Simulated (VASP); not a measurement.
Al3Cu2:

```xyz
5
Lattice="4.0920 0.0000 0.0000 -2.0460 3.5437 0.0000 0.0000 0.0000 4.9928" Properties=species:S:1:pos:R:3 pbc="T T T"
Al    0.0000    0.0000    0.0000
Al    0.0000    2.3625    1.7471
Al    2.0460    1.1812    3.2457
Cu    0.0000    2.3625    4.1915
Cu    2.0460    1.1812    0.8013
```

Base run:

| Property | Result |
| --- | --- |
| Program | VASP 6.6.1 |
| Functional | PBEsol |
| Potentials or basis | VASP PAW PBE potentials, release 64 (Al, Cu) |
| Cutoff | 520 eV |
| k mesh | 6 × 6 × 6 |
| Occupations | gaussian, width 0.1 eV |
| Spin | no spin polarisation |

Its results: band gap on the k mesh zero (an odd number of electrons rules out a gap without spin polarisation); pressure 0.4 GPa; largest force 0.067 eV/Å.

**Question.** After a change of settings the same cell gave: band gap on the k mesh zero (an odd number of electrons rules out a gap without spin polarisation); pressure 1.3 GPa; largest force 0.044 eV/Å. Which change was it?
A. k mesh from 6 × 6 × 6, through Γ to 6 × 6 × 6, shifted; further incar settings from ALGO = Normal; EDIFF = 1e-06; NBANDS = 24 to ALGO = Fast; EDIFF = 1e-06; NBANDS = 24; ISYM = 0
B. k mesh from 6 × 6 × 6 to 1 × 1 × 1; further incar settings from ALGO = Normal; EDIFF = 1e-06; NBANDS = 24 to ALGO = Normal; EDIFF = 1e-07; NBANDS = 24
C. k mesh from 6 × 6 × 6 to 3 × 3 × 2

**Answer.** C.

Caveats: some runs use coarse meshes; the PAW data sets were made with another functional, which shifts forces and pressure a little.
